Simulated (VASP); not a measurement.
# MoS2 (P-3m1) in VASP: further runs, part 2 of 2

VASP 6.6.1.

## 3. Single point, PBEsol

This run uses another cell than the first one, of 18.98 Å³/atom, 1.010 times its volume.

INCAR

```
PREC = Accurate ; ENCUT = 520
EDIFF = 1E-7 ; ISMEAR = -1
SIGMA = 0.05 ; LREAL = False
LASPH = True ; NELM = 80
ALGO = Normal ; ISIF = 2
LWAVE = False ; LCHARG = True
GGA = PS ; LELF = True
LVHAR = True ; NBANDS = 20
```

KPOINTS

```
Automatic mesh
0
Gamma
  8 8 4
```

POSCAR

```
MoS2
1.0
    3.2274645616      0.0000000000      0.0000000000
   -1.6137322808      2.7950663001      0.0000000000
    0.0000000000      0.0000000000      6.3124734200
Mo S
1 2
Direct
    0.0000000000      0.0000000000      0.5000000000
    0.6666666667      0.3333333333      0.7446806800
    0.3333333333      0.6666666667      0.2553193200
```

Potentials or basis: VASP PAW PBE potentials, release 64 (Mo_sv, S).

Command:

```bash
$ cat potpaw_PBE.64/Mo_sv/POTCAR potpaw_PBE.64/S/POTCAR > POTCAR
$ mpirun -np 1 vasp_std > vasp.out
```

OUTCAR:

```text
PREC = Accurate
   ENCUT = 520
   EDIFF = 1E-7
   ISMEAR = -1
   LREAL = False
   LASPH = True
   NELM = 80
   ISIF = 2
   GGA = PS

 ion  position               nearest neighbor table
   1  0.000  0.000  0.500-   2 2.42   3 2.42   3 2.42   2 2.42   2 2.42   3 2.42
   2  0.667  0.333  0.745-   1 2.42   1 2.42   1 2.42
   3  0.333  0.667  0.255-   1 2.42   1 2.42   1 2.42

  LATTYP: Found a hexagonal cell.
 ALAT       =     3.2274645616
 C/A-ratio  =     1.9558614199

  Lattice vectors:

 A1 = (   3.2274645616,   0.0000000000,   0.0000000000)
 A2 = (  -1.6137322808,   2.7950663001,   0.0000000000)
 A3 = (   0.0000000000,   0.0000000000,   6.3124734200)

Analysis of symmetry for initial positions (statically):
=====================================================================
 Subroutine PRICEL returns:
 Original cell was already a primitive cell.

 Routine SETGRP: Setting up the symmetry group for a
 hexagonal supercell.

 Subroutine GETGRP returns: Found 12 space group operations
 (whereof 12 operations were pure point group operations)
 out of a pool of 24 trial point group operations.

The static configuration has the point symmetry D_3d.

Analysis of symmetry for dynamics (positions and initial velocities):
=====================================================================
 Subroutine PRICEL returns:
 Original cell was already a primitive cell.

 Routine SETGRP: Setting up the symmetry group for a
 hexagonal supercell.

 Subroutine GETGRP returns: Found 12 space group operations
 (whereof 12 operations were pure point group operations)
 out of a pool of 24 trial point group operations.

The dynamic configuration has the point symmetry D_3d.

 Subroutine INISYM returns: Found 12 space group operations
 (whereof 12 operations are pure point group operations),
 and found     1 'primitive' translations

----------------------------------------------------------------------------------------

                                     Primitive cell

  volume of cell :      56.9447

  direct lattice vectors                    reciprocal lattice vectors
     3.227464562  0.000000000  0.000000000     0.309840737  0.178886633  0.000000000
    -1.613732281  2.795066300  0.000000000     0.000000000  0.357773266  0.000000000
     0.000000000  0.000000000  6.312473420     0.000000000  0.000000000  0.158416509

  length of vectors
     3.227464562  3.227464562  6.312473420     0.357773266  0.357773266  0.158416509

  position of ions in fractional coordinates (direct lattice)
     0.000000000  0.000000000  0.500000000
     0.666666667  0.333333333  0.744680680
     0.333333333  0.666666667  0.255319320

  ion indices of the primitive-cell ions
   primitive index   ion index
                 1           1
                 2           2
                 3           3

----------------------------------------------------------------------------------------

 KPOINTS: Automatic mesh

Automatic generation of k-mesh.
 Grid dimensions read from file:
 generate k-points for:    8    8    4

 Generating k-lattice:

  Cartesian coordinates                     Fractional coordinates (reciprocal lattice)
     0.038730092  0.022360829  0.000000000     0.125000000  0.000000000  0.000000000
     0.000000000  0.044721658  0.000000000     0.000000000  0.125000000  0.000000000
     0.000000000  0.000000000  0.039604127     0.000000000  0.000000000  0.250000000

  Length of vectors
     0.044721658  0.044721658  0.039604127

  Shift w.r.t. Gamma in fractional coordinates (k-lattice)
     0.000000000  0.000000000  0.000000000

 Subroutine IBZKPT returns following result:
 ===========================================

 Found     35 irreducible k-points:

 Following reciprocal coordinates:
            Coordinates               Weight
  0.000000  0.000000  0.000000      1.000000
  0.125000  0.000000  0.000000      6.000000
  0.250000  0.000000  0.000000      6.000000
  0.375000  0.000000  0.000000      6.000000
  0.500000  0.000000  0.000000      3.000000
  0.125000  0.125000  0.000000      6.000000
[... 16 lines left out ...]
 -0.125000  0.500000  0.250000     12.000000
  0.250000  0.250000  0.250000     12.000000
 [... further k-points ...]
   k-points           NKPTS =     35   k-points in BZ     NKDIM =     35   number of bands    NBANDS=     20
   number of dos      NEDOS =    301   number of ions     NIONS =      3
   total plane-waves  NPLWV =  27648
   dimension x,y,z NGX =    24 NGY =   24 NGZ =   48
   dimension x,y,z NGXF=    48 NGYF=   48 NGZF=   96
   ions per type =               1   2
   NGX,Y,Z   is equivalent  to a cutoff of  12.36, 12.36, 12.64 a.u.
   NGXF,Y,Z  is equivalent  to a cutoff of  24.72, 24.72, 25.28 a.u.
 SYSTEM =  unknown system
   PREC   = accura    normal or accurate (medium, high low for compatibility)
   ISTART =      0    job   : 0-new  1-cont  2-samecut
   ICHARG =      2    charge: 1-file 2-atom 10-const
   ISPIN  =      1    spin polarized calculation?
   LNONCOLLINEAR =      F non collinear calculations
   LSORBIT =      F    spin-orbit coupling
   LASPH  =      T    aspherical Exc in radial PAW
   ENCUT  =  520.0 eV  38.22 Ry    6.18 a.u.   6.00  6.00 11.74*2*pi/ulx,y,z
   NELM   =     80;   NELMIN=  2; NELMDL= -5     # of ELM steps
   EDIFF  = 0.1E-06   stopping-criterion for ELM
   LREAL  =      F    real-space projection
   EDIFFG = 0.1E-05   stopping-criterion for IOM
   NSW    =      0    number of steps for IOM
   IBRION =     -1    ionic relax: 0-MD 1-quasi-New 2-CG
   NFREE  =      0    steps in history (QN), initial steepest desc. (CG)
   ISIF   =      2    stress and relaxation
   ISYM   =      2    0-nonsym 1-usesym 2-fastsym
   POTIM  = 0.5000    time-step for ionic-motion
   TEBEG  =    0.0;   TEEND  =   0.0 temperature during run
   PSTRESS=    0.0 pullay stress
   NELECT =      26.0000    total number of electrons
   NUPDOWN=      -1.0000    fix difference up-down
   EMIN   =  10.00;   EMAX   =-10.00  energy-range for DOS
   EFERMI =   0.00;   METHOD = LEGACY
   ISMEAR =    -1;   SIGMA  =   0.05  broadening in eV -4-tet -1-fermi 0-gaus
   EFERMI_NEDOS =   21; number of points for ismear=-14 and -15
   IALGO  =     38    algorithm
   IMIX   =      4    mixing-type and parameters
     AMIX     =   0.40;   BMIX     =  1.00
     AMIX_MAG =   1.60;   BMIX_MAG =  1.00
  volume/ion in A,a.u.               =      18.98       128.09
  Fermi-wavevector in a.u.,A,eV,Ry     =   1.260612  2.382212 21.621610  1.589144
  Thomas-Fermi vector in A             =   2.394113
   LORBIT       =      0    0 simple, 1 ext, 2 COOP (PROOUT), +10 PAW based schemes
   GGA     = PS    functional components
   LHFCALC =     F    Hartree Fock is set to
   AEXX    =    0.0000 exact exchange contribution
   IVDW    =     0    specifies the selected vdW correction
   LEPSILON=     F    determine dielectric tensor
   LRPA    =     F    only Hartree local field effects (RPA)
 non-spin polarized calculation
  energy-cutoff  :      520.00
  volume of cell :       56.94
 maximum number of plane-waves:      1552
   NGX = 13   NGY = 13   NGZ = 23

 number of electron      26.0000001 magnetization

 Free energy of the ion-electron system (eV)
  ---------------------------------------------------
  ext. energy  EPLUGINS =         0.00000000
  ---------------------------------------------------
  free energy    TOTEN  =       -22.56593940 eV

  energy without entropy =      -22.55353545  energy(sigma->0) =      -22.55973742

 E-fermi :   6.8383     XC(G=0): -10.6250

 val. band max:        6.8246683366   @ k =   0.2500   0.2500   0.5000
 cond. band min:       6.8569348062   @ k =   0.1250   0.0000   0.0000
 fundamental gap:      0.0322664696
 Fermi energy:         6.8382812267

 k-point     1 :       0.0000    0.0000    0.0000
  band No.  band energies     occupation
      1     -54.8484      2.00000
      2     -28.9105      2.00000
      3     -28.8826      2.00000
      4     -28.8826      2.00000
      5      -7.9886      2.00000
      6      -6.5261      2.00000
[... 12 lines left out ...]
     19      12.9038      0.00000
     20      16.3827      0.00000

 k-point     2 :       0.1250    0.0000    0.0000
  band No.  band energies     occupation
      1     -54.8437      2.00000
      2     -28.9316      2.00000
      3     -28.9009      2.00000
      4     -28.8938      2.00000
      5      -7.7544      2.00000
      6      -6.4766      2.00000
[... 498 lines left out ...]
 k-point    24 :       0.2500    0.2500    0.2500
  band No.  band energies     occupation
      1     -54.8166      2.00000
      2     -29.1480      2.00000
      3     -29.0226      2.00000
      4     -28.8446      2.00000
      5      -6.1449      2.00000
      6      -6.0038      2.00000
[... 12 lines left out ...]
     19      14.1058      0.00000
     20      15.5650      0.00000

 [... further k-points ...]
[... 5 lines left out ...]
  --------------------------------------------------------------------------------------
  -------------------------------------------------------------------------------------
  Total       -1.5895159     -1.5895159     -0.4180534      0.0000000      0.0000000      0.0000000
  in kB      -44.7221114    -44.7221114    -11.7622158      0.0000000      0.0000000      0.0000000
  external PRESSURE =     -33.7354795 kB  Pullay stress =       0.0000000 kB

 VOLUME and BASIS-vectors are now :
 -----------------------------------------------------------------------------
  energy-cutoff  :      520.00
  volume of cell :       56.94
      direct lattice vectors                 reciprocal lattice vectors
     3.227464562  0.000000000  0.000000000     0.309840737  0.178886633  0.000000000
    -1.613732281  2.795066300  0.000000000     0.000000000  0.357773266  0.000000000
     0.000000000  0.000000000  6.312473420     0.000000000  0.000000000  0.158416509

 POSITION                                       TOTAL-FORCE (eV/Angst)
 -----------------------------------------------------------------------------------
      0.00000      0.00000      3.15624        -0.000000      0.000000     -0.000000
      1.61373      0.93169      4.70078        -0.000000     -0.000000      0.013680
     -0.00000      1.86338      1.61170         0.000000      0.000000     -0.013680
 -----------------------------------------------------------------------------------
    total drift:                                0.000000     -0.000000      0.000000

  FREE ENERGIE OF THE ION-ELECTRON SYSTEM (eV)
  ---------------------------------------------------
  free  energy   TOTEN  =       -22.5659394008 eV

  energy  without entropy=      -22.5535354484  energy(sigma->0) =      -22.55973742
```

Run time: 22 s. Hardware: 1 thread of Intel Xeon Platinum 8488C (Sapphire Rapids), shared host; peak memory 0.18 GiB.

Results:

```yaml
Free_energy: -22.5659 eV
Pressure: -3.4 GPa
Largest_force: 0.014 eV/Å
Band_gap_on_the_k_mesh: zero (band 13 reaches 7.01 eV, above the bottom of band 14 at 6.46 eV)
```

Forces in eV/Å, atoms in the order of the input:
```
Mo   0.000  0.000  0.000
S    0.000  0.000  0.014
S    0.000  0.000 -0.014
```

Stress tensor (GPa, compression positive):
```
-4.47  0.00  0.00
 0.00 -4.47  0.00
 0.00  0.00 -1.18
```

Caveat: the PAW data sets were made with another functional, which shifts forces and pressure a little; this functional lacks dispersion, which binds the layers, so the pressure and a relaxed spacing across them are unreliable.

## 4. Single point, PBEsol

This run uses another cell than the first one, of 19.17 Å³/atom, 1.020 times its volume.

INCAR

```
PREC = Accurate
ENCUT = 520
EDIFF = 1E-7
ISMEAR = -1
SIGMA = 0.05
LREAL = F
LASPH = T
NELM = 100
ALGO = Normal
ISIF = 2
LWAVE = F
LCHARG = F
GGA = PS
NBANDS = 20
```

KPOINTS

```
regular mesh
0
Gamma
  8 8 4
```

Edit POSCAR of step 3 so:

```diff
@@ -4,3 +4,3 @@
    -1.6137322808      2.7950663001      0.0000000000
-    0.0000000000      0.0000000000      6.3124734200
+    0.0000000000      0.0000000000      6.3755981542
 Mo S
```

Command:

```bash
$ cat potpaw_PBE.64/Mo_sv/POTCAR potpaw_PBE.64/S/POTCAR > POTCAR
$ mpirun -np 1 vasp_std > vasp.out
```

Run time: 23 s. Hardware: 1 thread of Intel Xeon Platinum 8488C (Sapphire Rapids), shared host; peak memory 0.18 GiB.

Results (log left out):

```
Free energy            : -22.5585 eV
Pressure               : -4.7 GPa
Largest force          : 0.214 eV/Å
Band gap on the k mesh : zero (band 13 reaches 6.88 eV, above the bottom of band 14 at 6.38 eV)
```

Forces on the atoms (eV/Å):
```
Mo   0.000  0.000  0.000
S    0.000  0.000 -0.214
S    0.000  0.000  0.214
```

Stress tensor (GPa, compression positive):
```
-5.48  0.00  0.00
 0.00 -5.48  0.00
 0.00  0.00 -3.14
```

Levels at points of the mesh, in eV from the Fermi level:
| k point | band 9 | band 10 | band 11 | band 12 | band 13 | band 14 | band 15 | band 16 | band 17 | band 18 |
| --- | --- | --- | --- | --- | --- | --- | --- | --- | --- | --- |
| (0.00, 0.00, 0.00) | -3.94 | -1.88 | -1.12 | -0.92 | -0.92 | -0.27 | -0.27 | 3.16 | 3.16 | 5.98 |
| (0.50, 0.00, 0.00) | -4.73 | -4.03 | -3.17 | -1.76 | -1.72 | 0.97 | 1.71 | 3.57 | 3.75 | 5.51 |
| (0.00, 0.00, 0.50) | -3.93 | -3.60 | -0.93 | -0.93 | -0.34 | -0.34 | -0.15 | 3.30 | 3.30 | 6.00 |
| (0.50, 0.00, 0.50) | -4.74 | -4.08 | -2.41 | -2.13 | -1.57 | 0.97 | 1.73 | 3.26 | 4.48 | 4.72 |

Caveat: the PAW data sets were made with another functional, which shifts forces and pressure a little; this functional lacks dispersion, which binds the layers, so the pressure and a relaxed spacing across them are unreliable.

## 5. Single point, PBEsol

This run uses another cell than the first one, of 19.36 Å³/atom, 1.030 times its volume.

INCAR

```
SYSTEM = MoS2
ALGO     = Normal         ! electronic algorithm
EDIFF    = 1E-7           ! SCF threshold, eV
ENCUT    = 520            ! plane-wave cutoff, eV
GGA      = PS             ! functional
ISIF     = 2              ! what is computed and relaxed
ISMEAR   = -1             ! smearing method
LASPH    = .True.         ! aspherical terms in the spheres
LCHARG   = .True.         ! write CHGCAR
LELF     = .True.         ! ELF
LREAL    = .False.        ! projectors in reciprocal space
LVHAR    = .True.       
LWAVE    = .False.        ! write WAVECAR
NBANDS   = 20             ! bands
NELM     = 80             ! most SCF steps
PREC     = Accurate       ! precision mode
SIGMA    = 0.05           ! smearing width, eV
```

KPOINTS

```
k-points
0
Gamma
  8 8 4
  0 0 0
```

Edit POSCAR of step 4 so:

```diff
@@ -4,3 +4,3 @@
    -1.6137322808      2.7950663001      0.0000000000
-    0.0000000000      0.0000000000      6.3755981542
+    0.0000000000      0.0000000000      6.4387228884
 Mo S
```

Command:

```bash
$ cat potpaw_PBE.64/Mo_sv/POTCAR potpaw_PBE.64/S/POTCAR > POTCAR
$ mpirun -np 1 vasp_std > vasp.out
```

Wall time 23 s (1 thread of Intel Xeon Platinum 8488C (Sapphire Rapids), shared host); peak memory 0.19 GiB.

Results (log left out):

```yaml
Free_energy: -22.5441 eV
Pressure: -6.0 GPa
Largest_force: 0.436 eV/Å
Band_gap_on_the_k_mesh: zero (band 13 reaches 6.75 eV, above the bottom of band 14 at 6.30 eV)
```

Forces in eV/Å, atoms in the order of the input:
```
Mo   0.000  0.000  0.000
S    0.000  0.000 -0.436
S    0.000  0.000  0.436
```

Stress tensor (GPa, compression positive):
```
-6.42  0.00  0.00
 0.00 -6.42  0.00
 0.00  0.00 -5.05
```

Levels at points of the mesh, in eV from the Fermi level:
| k point | band 9 | band 10 | band 11 | band 12 | band 13 | band 14 | band 15 | band 16 | band 17 | band 18 |
| --- | --- | --- | --- | --- | --- | --- | --- | --- | --- | --- |
| (0.00, 0.00, 0.00) | -3.84 | -1.92 | -1.16 | -0.89 | -0.89 | -0.24 | -0.24 | 3.11 | 3.11 | 5.89 |
| (0.50, 0.00, 0.00) | -4.70 | -3.95 | -3.13 | -1.79 | -1.67 | 1.00 | 1.70 | 3.50 | 3.73 | 5.48 |
| (0.00, 0.00, 0.50) | -3.83 | -3.58 | -0.89 | -0.89 | -0.30 | -0.30 | -0.22 | 3.24 | 3.24 | 6.05 |
| (0.50, 0.00, 0.50) | -4.72 | -4.00 | -2.42 | -2.13 | -1.54 | 1.00 | 1.73 | 3.22 | 4.48 | 4.63 |

Caveat: the PAW data sets were made with another functional, which shifts forces and pressure a little; this functional lacks dispersion, which binds the layers, so the pressure and a relaxed spacing across them are unreliable.

## 6. Overview

```tsv
cell	gap on the mesh (eV)	pressure (GPa)	largest force (eV/Å)
a = 3.227, b = 3.227, c = 6.249 Å, angles 90.0, 90.0, 120.0°, 3 atoms	none	-2.0	0.25
a = 3.227, b = 3.227, c = 6.312 Å, angles 90.0, 90.0, 120.0°, 3 atoms	none	-3.4	0.01
a = 3.227, b = 3.227, c = 6.376 Å, angles 90.0, 90.0, 120.0°, 3 atoms	none	-4.7	0.21
a = 3.227, b = 3.227, c = 6.439 Å, angles 90.0, 90.0, 120.0°, 3 atoms	none	-6.0	0.44
```

Alike in all rows: task single point; level PBEsol; potentials or basis VASP PAW PBE potentials, release 64 (Mo_sv, S); no spin polarisation; k mesh 8 × 8 × 4; cutoff (eV) 520; smearing fermi-dirac 0.05 eV.

Caveats: the PAW data sets were made with another functional, which shifts forces and pressure a little; this functional lacks dispersion, which binds the layers, so the pressure and a relaxed spacing across them are unreliable.

Total energies depend on the potentials used, so only differences within one code and one set of settings carry meaning.
